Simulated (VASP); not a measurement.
Li2O, 3 atoms in the cell. Symmetry: Fm-3m, No. 225, cubic system. Conventional cell: a = 4.550 Å, b = 4.550 Å, c = 4.550 Å, α = 90.00°, β = 90.00°, γ = 90.00°. Within 2.6 Å of Li (site symmetry -43m) lie 4 O at 1.97 Å and 6 Li at 2.27 Å. Within 2.6 Å of O (site symmetry m-3m) lie 8 Li at 1.97 Å.  This cell differs from its parent crystal: strain -0.015 along x and y, -0.015 along z.

```yaml
Program: VASP 6.6.1
Task: single point
Functional: PBE
Potentials_or_basis: VASP PAW PBE potentials, release 64 (Li_sv, O)
Cutoff: 750 eV
k_mesh: 8 × 8 × 8
Occupations: gaussian, width 0.05 eV
Spin: no spin polarisation
Dipole_correction: no
Further_INCAR_settings: ALGO = Normal; EDIFF = 1e-06; NBANDS = 13
```

Potentials or basis: VASP PAW PBE potentials, release 64 (Li_sv, O).

Command:

```sh
$ cat potpaw_PBE.64/Li_sv/POTCAR potpaw_PBE.64/O/POTCAR > POTCAR
$ mpirun -np 1 vasp_std > vasp.out
```

Hardware: 1 thread of Intel(R) Xeon(R) Platinum 8375C CPU @ 2.90GHz (Ice Lake), with other jobs on the host.

Problem. How long does it take, and how much memory?

Solution. It took 13 s on 1 thread of Intel(R) Xeon(R) Platinum 8375C CPU @ 2.90GHz (Ice Lake) (shared host), peak memory 0.16 GiB. Counts: scf iterations 13, k points 29.
